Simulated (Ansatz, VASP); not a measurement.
## MnO: VASP beside Ansatz

INCAR

```
PREC     = Accurate       # precision mode
ENCUT    = 520            # plane-wave cutoff, eV
EDIFF    = 1E-7           # SCF threshold, eV
ISMEAR   = -1             # smearing method
SIGMA    = 0.05           # smearing width, eV
LREAL    = False          # projectors in reciprocal space
LASPH    = True           # aspherical terms in the spheres
NELM     = 150            # most SCF steps
ALGO     = Normal         # electronic algorithm
ISIF     = 2              # what is computed and relaxed
LWAVE    = False          # write WAVECAR
LCHARG   = False          # write CHGCAR
ISPIN    = 2              # spin polarisation
MAGMOM   = 4 0            # initial moments
LORBIT   = 11             # projections on sites
LMAXMIX  = 4              # l up to which the mixer works
GGA      = PE             # functional
NBANDS   = 20             # bands
```

The input KPOINTS:

```
Automatic mesh
0
Gamma
  13 13 13
```

The input POSCAR:

```
MnO
1.0
    0.0000000000      2.1766014517      2.3084949212
    2.1766014517      0.0000000000      2.3084949212
    2.1766014517      2.1766014517      0.0000000000
Mn O
1 1
Direct
    0.0000000000      0.0000000000      0.0000000000
    0.5000000000      0.5000000000      0.5000000000
```

Input for Ansatz:

```yaml
crystal:
  lattice:
    - [0.0, 2.1766014517, 2.3084949212]
    - [2.1766014517, 0.0, 2.3084949212]
    - [2.1766014517, 2.1766014517, 0.0]
  atoms:
    - { symbol: Mn, position: [0.0, 0.0, 0.0], spin: 4.0 }
    - { symbol: O, position: [0.5, 0.5, 0.5] }
magnetization:
  spin_polarized: true
kpoints:
  mp_grid: { grid: [13, 13, 13] }
scf:
  occupations: { method: fermi_dirac, width: 0.05 }
hamiltonian:
  xc: pbe
  pseudopotentials: { kind: all_electron, lapw: { basis_error: 0.001 } }
output:
  forces: true
  stress: true
  eigenvalues: true
```

Change from the starting cell: z stretched by +4 % at fixed volume.

Alike in both runs: task single point; functional PBE; k mesh 13 × 13 × 13; occupations fermi-dirac, width 0.05 eV; collinear spin.

```csv
,VASP,Ansatz
version,VASP 6.6.1,Ansatz 0.2.0
potentials or method,"VASP PAW PBE potentials, release 64 (Mn_pv, O), cutoff 520 eV","all-electron LAPW, scalar-relativistic"
```

```tsv
	VASP	Ansatz	Ansatz less VASP
pressure (GPa)	0.7	0.5	-0.17
traceless stress, the component that is largest in VASP (GPa)	0.15	0.35	+0.202
net moment per atom (μB)	2.37	2.37	0.000
size of the moment on the site where the two differ most (μB)	4.30	4.27	-0.032
```

Site moments also hang on the region over which each program counts them. Ansatz ran all-electron here, and VASP with PAW potentials.
